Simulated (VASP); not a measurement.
Write the native input for VASP 6.6.1 that does the following.

```
Task                   : electric field gradients
Functional             : LDA
Potentials or basis    : VASP PAW LDA potentials, release 64 (Si)
Cutoff                 : 520 eV
k mesh                 : 16 × 16 × 16
Occupations            : fermi-dirac, width 0.05 eV
Spin                   : no spin polarisation
Dipole correction      : no
Further INCAR settings : ALGO = Normal; EDIFF = 1e-08; NBANDS = 11
```

The structure of Si lies in POSCAR:

```
Si
1.0
   -2.2510000000      2.3685000000      1.2750000000
    2.2510000000     -2.3685000000      1.2750000000
    2.2510000000      2.3685000000     -1.2750000000
Si
2
Direct
    0.8070000000      0.5570000000      0.2500000000
    0.1930000000      0.4430000000      0.7500000000
```

One way to write it, as run:

INCAR

```
SYSTEM = Si
PREC = Accurate
ENCUT = 520
EDIFF = 1E-8
ISMEAR = -1
SIGMA = 0.05
LREAL = .FALSE.
LASPH = .TRUE.
NELM = 60
ALGO = Normal
ISIF = 2
LWAVE = .FALSE.
LCHARG = .FALSE.
GGA = CA
LEFG = .TRUE.
NBANDS = 11
```

KPOINTS

```
regular mesh
0
G
  16 16 16
  0 0 0
```

Potentials or basis: VASP PAW LDA potentials, release 64 (Si).

Launch:

```console
$ cat potpaw_LDA.64/Si/POTCAR > POTCAR
$ mpirun -np 1 vasp_std > vasp.out
```

It gave:

```
Pressure                                : 11.0 GPa
Largest force                           : 0.015 eV/Å
Band gap on the k mesh                  : zero (bands 4 and 5 overlap by 7.38 eV)
Largest electric field gradient by atom : Si -26.6 V/Å²
```

Caveat: the cell stands under pressure; without QUAD_EFG the Cq values of the log hold for a quadrupole moment of 1 mb, not for the nuclei.

It took 3.4 min on 1 thread of Intel Xeon 8259CL, on a shared host, peak memory 0.25 GiB.
